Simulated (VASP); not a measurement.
# Al in VASP: a series of runs

Al is run at these levels: PBE; tasks: single point.

Everything below comes from runs of VASP 6.6.1. Logs are shortened: lines on timing, memory, paths and dates and some standing lists are left out, and cuts for length are marked.

## Step 1: The cell of the first run

The cell holds a slab with vacuum, 13 atoms: a = 5.714 Å, b = 5.714 Å, c = 20.102 Å, α = 90.00°, β = 90.00°, γ = 120.00°.

## Step 2: Single point, PBE

File INCAR:

```
SYSTEM = Al
  ALGO = Normal
  DIPOL = 0.5 0.5 0.331
  EDIFF = 1E-7
  ENCUT = 520
  GGA = PE
  IDIPOL = 3
  ISIF = 2
  ISMEAR = 0
  LASPH = .True.
  LCHARG = .False.
  LDIPOL = .True.
  LREAL = .False.
  LWAVE = .False.
  NBANDS = 32
  NELM = 80
  PREC = Accurate
  SIGMA = 0.1
```

File KPOINTS:

```
k-points
0
Gamma
  6 6 1
  0 0 0
```

File POSCAR:

```
Al
1.0
    5.7143028096      0.0000000000      0.0000000000
   -2.8571514048      4.9487313980      0.0000000000
    0.0000000000      0.0000000000     20.1016424764
Al
13
Direct
    0.3333333334      0.1666666667      0.1989887147
    0.3333333334      0.6666666667      0.1989887147
    0.8333333334      0.1666666667      0.1989887147
    0.8333333333      0.6666666667      0.1989887147
    0.1666666667      0.3333333333      0.3134533099
    0.1666666667      0.8333333333      0.3134533099
    0.6666666667      0.3333333333      0.3134533099
    0.6666666667      0.8333333333      0.3134533099
    0.0000000000      0.0000000000      0.4279074452
    0.0000000000      0.5000000000      0.4279074452
    0.5000000000      0.0000000000      0.4279074452
    0.5000000000      0.5000000000      0.4279074452
    0.0833333334      0.1666666667      0.5467747907
```

Potentials or basis: VASP PAW PBE potentials, release 64 (Al).

The run is started by

```console
cat potpaw_PBE.64/Al/POTCAR > POTCAR
mpirun -np 1 vasp_std > vasp.out
```

OUTCAR:

```text
SYSTEM = Al
   EDIFF = 1E-7
   ENCUT = 520
   GGA = PE
   ISIF = 2
   ISMEAR = 0
   LASPH = .True.
   LREAL = .False.
   NELM = 80
   PREC = Accurate

 ion  position               nearest neighbor table
   1  0.333  0.167  0.199-   5 2.83   7 2.83   6 2.83   4 2.86   2 2.86   2 2.86   3 2.86   3 2.86
                             4 2.86
   2  0.333  0.667  0.199-   6 2.83   8 2.83   5 2.83   4 2.86   1 2.86   3 2.86   1 2.86   3 2.86
                             4 2.86
   3  0.833  0.167  0.199-   7 2.83   5 2.83   8 2.83   4 2.86   2 2.86   2 2.86   1 2.86   1 2.86
                             4 2.86
   4  0.833  0.667  0.199-   8 2.83   7 2.83   6 2.83   2 2.86   3 2.86   1 2.86   1 2.86   3 2.86
                             2 2.86
   5  0.167  0.333  0.313-   9 2.83  12 2.83  10 2.83   1 2.83   3 2.83   2 2.83   8 2.86   6 2.86
                             6 2.86   8 2.86   7 2.86   7 2.86
   6  0.167  0.833  0.313-  10 2.83  11 2.83   9 2.83   2 2.83   1 2.83   4 2.83   7 2.86   5 2.86
                             5 2.86   7 2.86   8 2.86   8 2.86
   7  0.667  0.333  0.313-  11 2.83  10 2.83  12 2.83   3 2.83   1 2.83   4 2.83   8 2.86   6 2.86
                             8 2.86   6 2.86   5 2.86   5 2.86
   8  0.667  0.833  0.313-  12 2.83   9 2.83  11 2.83   4 2.83   2 2.83   3 2.83   7 2.86   5 2.86
                             7 2.86   5 2.86   6 2.86   6 2.86
   9  0.000  0.000  0.428-  13 2.53   5 2.83   8 2.83   6 2.83  12 2.86  10 2.86  10 2.86  12 2.86
                            11 2.86  11 2.86
  10  0.000  0.500  0.428-   6 2.83   7 2.83   5 2.83   9 2.86  11 2.86   9 2.86  11 2.86  12 2.86
                            12 2.86  13 3.24
  11  0.500  0.000  0.428-   7 2.83   6 2.83   8 2.83  10 2.86  12 2.86  12 2.86  10 2.86   9 2.86
                             9 2.86
  12  0.500  0.500  0.428-   8 2.83   5 2.83   7 2.83   9 2.86  11 2.86  11 2.86   9 2.86  10 2.86
                            10 2.86  13 3.24
  13  0.083  0.167  0.547-   9 2.53  12 3.24  10 3.24

  LATTYP: Found a hexagonal cell.
 ALAT       =     5.7143028096
 C/A-ratio  =     3.5177769093

  Lattice vectors:

 A1 = (   5.7143028096,   0.0000000000,   0.0000000000)
 A2 = (  -2.8571514048,   4.9487313980,   0.0000000000)
 A3 = (   0.0000000000,   0.0000000000,  20.1016424764)

Analysis of symmetry for initial positions (statically):
=====================================================================
 Subroutine PRICEL returns:
 Original cell was already a primitive cell.

 Routine SETGRP: Setting up the symmetry group for a
 hexagonal supercell.

 Subroutine GETGRP returns: Found  2 space group operations
 (whereof  2 operations were pure point group operations)
 out of a pool of 24 trial point group operations.

The static configuration has the point symmetry C_1h.

Analysis of symmetry for dynamics (positions and initial velocities):
=====================================================================
 Subroutine PRICEL returns:
 Original cell was already a primitive cell.

 Routine SETGRP: Setting up the symmetry group for a
 hexagonal supercell.

 Subroutine GETGRP returns: Found  2 space group operations
 (whereof  2 operations were pure point group operations)
 out of a pool of 24 trial point group operations.

The dynamic configuration has the point symmetry C_1h.

 Subroutine INISYM returns: Found  2 space group operations
 (whereof  2 operations are pure point group operations),
 and found     1 'primitive' translations

----------------------------------------------------------------------------------------

                                     Primitive cell

  volume of cell :     568.4453

  direct lattice vectors                    reciprocal lattice vectors
     5.714302810  0.000000000  0.000000000     0.174999476  0.101035995  0.000000000
    -2.857151405  4.948731398  0.000000000     0.000000000  0.202071990  0.000000000
     0.000000000  0.000000000 20.101642476     0.000000000  0.000000000  0.049747179

  length of vectors
     5.714302810  5.714302810 20.101642476     0.202071990  0.202071990  0.049747179

  position of ions in fractional coordinates (direct lattice)
     0.333333333  0.166666667  0.198988715
     0.333333333  0.666666667  0.198988715
     0.833333333  0.166666667  0.198988715
     0.833333333  0.666666667  0.198988715
[... 50 lines left out ...]
 Found     13 irreducible k-points:

 Following reciprocal coordinates:
            Coordinates               Weight
  0.000000  0.000000  0.000000      1.000000
  0.166667  0.000000  0.000000      4.000000
  0.000000  0.166667  0.000000      2.000000
  0.333333  0.000000  0.000000      4.000000
  0.000000  0.333333  0.000000      2.000000
  0.500000  0.000000  0.000000      2.000000
  0.000000  0.500000  0.000000      1.000000
  0.166667  0.166667  0.000000      4.000000
 -0.333333  0.166667  0.000000      2.000000
  0.333333  0.166667  0.000000      4.000000
 -0.166667  0.500000  0.000000      4.000000
  0.500000  0.333333  0.000000      4.000000
  0.333333  0.333333  0.000000      2.000000
   k-points           NKPTS =     13   k-points in BZ     NKDIM =     13   number of bands    NBANDS=     32
   number of dos      NEDOS =    301   number of ions     NIONS =     13
   total plane-waves  NPLWV = 264600
   dimension x,y,z NGX =    42 NGY =   42 NGZ =  150
   dimension x,y,z NGXF=    84 NGYF=   84 NGZF=  300
   ions per type =              13
   NGX,Y,Z   is equivalent  to a cutoff of  12.22, 12.22, 12.41 a.u.
   NGXF,Y,Z  is equivalent  to a cutoff of  24.44, 24.44, 24.81 a.u.
 SYSTEM =  Al
   PREC   = accura    normal or accurate (medium, high low for compatibility)
   ISTART =      0    job   : 0-new  1-cont  2-samecut
   ICHARG =      2    charge: 1-file 2-atom 10-const
   ISPIN  =      1    spin polarized calculation?
   LNONCOLLINEAR =      F non collinear calculations
   LSORBIT =      F    spin-orbit coupling
   LASPH  =      T    aspherical Exc in radial PAW
   ENCUT  =  520.0 eV  38.22 Ry    6.18 a.u.  10.62 10.62 37.38*2*pi/ulx,y,z
   NELM   =     80;   NELMIN=  2; NELMDL= -5     # of ELM steps
   EDIFF  = 0.1E-06   stopping-criterion for ELM
   LREAL  =      F    real-space projection
   EDIFFG = 0.1E-05   stopping-criterion for IOM
   NSW    =      0    number of steps for IOM
   IBRION =     -1    ionic relax: 0-MD 1-quasi-New 2-CG
   NFREE  =      0    steps in history (QN), initial steepest desc. (CG)
   ISIF   =      2    stress and relaxation
   ISYM   =      2    0-nonsym 1-usesym 2-fastsym
   POTIM  = 0.5000    time-step for ionic-motion
   TEBEG  =    0.0;   TEEND  =   0.0 temperature during run
   PSTRESS=    0.0 pullay stress
   NELECT =      39.0000    total number of electrons
   NUPDOWN=      -1.0000    fix difference up-down
   EMIN   =  10.00;   EMAX   =-10.00  energy-range for DOS
   EFERMI =   0.00;   METHOD = LEGACY
   ISMEAR =     0;   SIGMA  =   0.10  broadening in eV -4-tet -1-fermi 0-gaus
   EFERMI_NEDOS =   21; number of points for ismear=-14 and -15
   IALGO  =     38    algorithm
   IMIX   =      4    mixing-type and parameters
     AMIX     =   0.40;   BMIX     =  1.00
     AMIX_MAG =   1.60;   BMIX_MAG =  1.00
  volume/ion in A,a.u.               =      43.73       295.08
  Fermi-wavevector in a.u.,A,eV,Ry     =   0.670193  1.266482  6.111182  0.449159
  Thomas-Fermi vector in A             =   1.745637
   LORBIT       =      0    0 simple, 1 ext, 2 COOP (PROOUT), +10 PAW based schemes
   GGA     = PE    functional components
   LHFCALC =     F    Hartree Fock is set to
   AEXX    =    0.0000 exact exchange contribution
   IVDW    =     0    specifies the selected vdW correction
   LEPSILON=     F    determine dielectric tensor
   LRPA    =     F    only Hartree local field effects (RPA)
 non-spin polarized calculation
 Gauss-broadening in eV      SIGMA  =   0.10
  energy-cutoff  :      520.00
  volume of cell :      568.45
 maximum number of plane-waves:     15351
   NGX = 21   NGY = 21   NGZ = 75

 dipolmoment           0.000000      0.000000     -0.008185 electrons x Angstroem

 number of electron      39.0000001 magnetization

 dipolmoment           0.000000      0.000000      0.019139 electrons x Angstroem

 Free energy of the ion-electron system (eV)
  ---------------------------------------------------
  ext. energy  EPLUGINS =         0.00000000
  ---------------------------------------------------
  free energy    TOTEN  =       -44.74694651 eV

  energy without entropy =      -44.73037388  energy(sigma->0) =      -44.73866019

 E-fermi :   0.5429     XC(G=0):  -4.9406

 val. band max:        0.5375375223   @ k =   0.1667   0.1667   0.0000
 cond. band min:       0.5729190264   @ k =  -0.3333   0.1667   0.0000
 fundamental gap:      0.0353815041
 Fermi energy:         0.5428940257

 k-point     1 :       0.0000    0.0000    0.0000
  band No.  band energies     occupation
      1     -10.0130      2.00000
      2      -8.3711      2.00000
      3      -5.9569      2.00000
      4      -4.2386      2.00000
      5      -4.1333      2.00000
      6      -4.1284      2.00000
[... 431 lines left out ...]
     30       3.5269      0.00000
     31       3.7731      0.00000
 [bands above 31 left out]

------------------------ aborting loop because EDIFF is reached ----------------------------------------

 vacuum level on the upper side and lower side of the slab       (xc-potential included)        -0.182        -0.231

  FORCE on cell =-STRESS in cart. coord.  units (eV):
  Direction    XX          YY          ZZ          XY          YZ          ZX
  --------------------------------------------------------------------------------------
  -------------------------------------------------------------------------------------
  Total       -2.8760878     -2.8418027      0.6893917      0.0000000      1.4997821      0.0000000
  in kB       -8.1063256     -8.0096923      1.9430677      0.0000000      4.2271734      0.0000000
  external PRESSURE =      -4.7243168 kB  Pullay stress =       0.0000000 kB

 VOLUME and BASIS-vectors are now :
 -----------------------------------------------------------------------------
  energy-cutoff  :      520.00
  volume of cell :      568.45
      direct lattice vectors                 reciprocal lattice vectors
     5.714302810  0.000000000  0.000000000     0.174999476  0.101035995  0.000000000
    -2.857151405  4.948731398  0.000000000     0.000000000  0.202071990  0.000000000
     0.000000000  0.000000000 20.101642476     0.000000000  0.000000000  0.049747179

 POSITION                                       TOTAL-FORCE (eV/Angst)
 -----------------------------------------------------------------------------------
      1.42858      0.82479      4.00000        -0.041971      0.004363     -0.069309
      0.00000      3.29915      4.00000         0.000000     -0.020569     -0.021994
      4.28573      0.82479      4.00000         0.041971      0.004363     -0.069309
      2.85715      3.29915      4.00000         0.000000      0.006646     -0.085766
      0.00000      1.64958      6.30093         0.000000     -0.030676     -0.023006
     -1.42858      4.12394      6.30093        -0.004639      0.017593      0.065441
      2.85715      1.64958      6.30093         0.000000     -0.063003      0.073477
      1.42858      4.12394      6.30093         0.004639      0.017593      0.065441
      0.00000      0.00000      8.60164         0.000000     -0.431098     -0.766453
     -1.42858      2.47437      8.60164         0.051949     -0.058036      0.315599
      2.85715      0.00000      8.60164         0.000000      0.049379      0.207137
      1.42858      2.47437      8.60164        -0.051949     -0.058036      0.315599
      0.00000      0.82479     10.99107        -0.000000      0.561482     -0.006856
 -----------------------------------------------------------------------------------
    total drift:                                0.000000      0.000018     -0.000032

  FREE ENERGIE OF THE ION-ELECTRON SYSTEM (eV)
  ---------------------------------------------------
  free  energy   TOTEN  =       -44.7469465055 eV

  energy  without entropy=      -44.7303738831  energy(sigma->0) =      -44.73866019

 vacuum level on the upper side and lower side of the slab         4.422         4.374
```

It took 5.6 min on 1 thread of Intel Xeon 6975P-C (Granite Rapids), shared host; peak memory 0.62 GiB.

Results:

- Free energy: -44.7469 eV
- Largest force: 0.879 eV/Å
- Band gap on the k mesh: zero (an odd number of electrons rules out a gap without spin polarisation)

Forces in eV/Å, atoms in the order of the input:
```
Al  -0.042  0.004 -0.069
Al   0.000 -0.021 -0.022
Al   0.042  0.004 -0.069
Al   0.000  0.007 -0.086
Al   0.000 -0.031 -0.023
Al  -0.005  0.018  0.065
Al   0.000 -0.063  0.073
Al   0.005  0.018  0.065
Al   0.000 -0.431 -0.766
Al   0.052 -0.058  0.316
Al   0.000  0.049  0.207
Al  -0.052 -0.058  0.316
Al   0.000  0.561 -0.007
```

Levels at points of the mesh, in eV from the Fermi level:
| k point | band 17 | band 18 | band 19 | band 20 | band 21 | band 22 |
| --- | --- | --- | --- | --- | --- | --- |
| (0.00, 0.00, 0.00) | -2.12 | -0.80 | -0.64 | -0.46 | -0.36 | -0.17 |
| (0.50, 0.00, 0.00) | -0.47 | -0.31 | -0.19 | 0.47 | 0.77 | 0.91 |
| (0.00, 0.50, 0.00) | -0.46 | -0.28 | -0.20 | 0.62 | 0.63 | 0.88 |

## Step 3: Single point, PBE

File INCAR:

```
SYSTEM = Al
PREC = Accurate ; ENCUT = 520
EDIFF = 1E-6 ; ISMEAR = 0
SIGMA = 0.1 ; LREAL = .False.
LASPH = .True. ; NELM = 80
ALGO = Normal ; ISIF = 2
LWAVE = .False. ; LCHARG = .False.
LDIPOL = .True. ; IDIPOL = 3
DIPOL = 0.5 0.5 0.331 ; GGA = PE
NBANDS = 32
```

File KPOINTS:

```
regular mesh
0
Gamma
  6 6 1
  0 0 0
```

File POSCAR:

```
Al
1.0
    5.7143028096      0.0000000000      0.0000000000
   -2.8571514048      4.9487313980      0.0000000000
    0.0000000000      0.0000000000     20.1016424764
Al
13
Direct
    0.3333333333      0.1666666667      0.1989887147
    0.3333333333      0.6666666666      0.1989887147
    0.8333333333      0.1666666667      0.1989887147
    0.8333333333      0.6666666666      0.1989887147
    0.1666666667      0.3333333333      0.3134533099
    0.1666666667      0.8333333334      0.3134533099
    0.6666666667      0.3333333333      0.3134533099
    0.6666666667      0.8333333333      0.3134533099
    0.0000000000      0.0000000000      0.4279074452
    0.0000000000      0.5000000000      0.4279074452
    0.5000000000      0.0000000000      0.4279074452
    0.5000000000      0.5000000000      0.4279074452
    0.1666666667      0.0833333333      0.5467747907
```

Potentials or basis: VASP PAW PBE potentials, release 64 (Al).

The run is started by

```console
cat potpaw_PBE.64/Al/POTCAR > POTCAR
mpirun -np 1 vasp_std > vasp.out
```

It took 4.9 min on 1 thread of Intel Xeon 6975P-C (Granite Rapids), shared host; peak memory 0.64 GiB.

It converged, with:

| Item | Value |
| --- | --- |
| Free energy | -44.7375 eV |
| Largest force | 0.856 eV/Å |
| Band gap on the k mesh | zero (an odd number of electrons rules out a gap without spin polarisation) |

Forces in eV/Å, atoms in the order of the input:
```
Al  -0.032 -0.019 -0.091
Al  -0.012 -0.007 -0.019
Al   0.009  0.001 -0.078
Al   0.006  0.008 -0.078
Al   0.000 -0.010 -0.002
Al  -0.008  0.005 -0.002
Al  -0.013 -0.008  0.059
Al   0.029  0.017  0.111
Al  -0.322 -0.186 -0.771
Al   0.058  0.033  0.238
Al  -0.133  0.028  0.310
Al  -0.042 -0.129  0.310
Al   0.462  0.266  0.014
```

Levels at points of the mesh, in eV from the Fermi level:
```csv
k point,band 17,band 18,band 19,band 20,band 21,band 22
"(0.00, 0.00, 0.00)",-2.07,-0.77,-0.56,-0.50,-0.34,-0.18
"(0.50, 0.00, 0.00)",-0.45,-0.25,-0.17,0.63,0.65,0.82
"(0.00, 0.50, 0.00)",-0.44,-0.25,-0.19,0.49,0.79,0.89
```
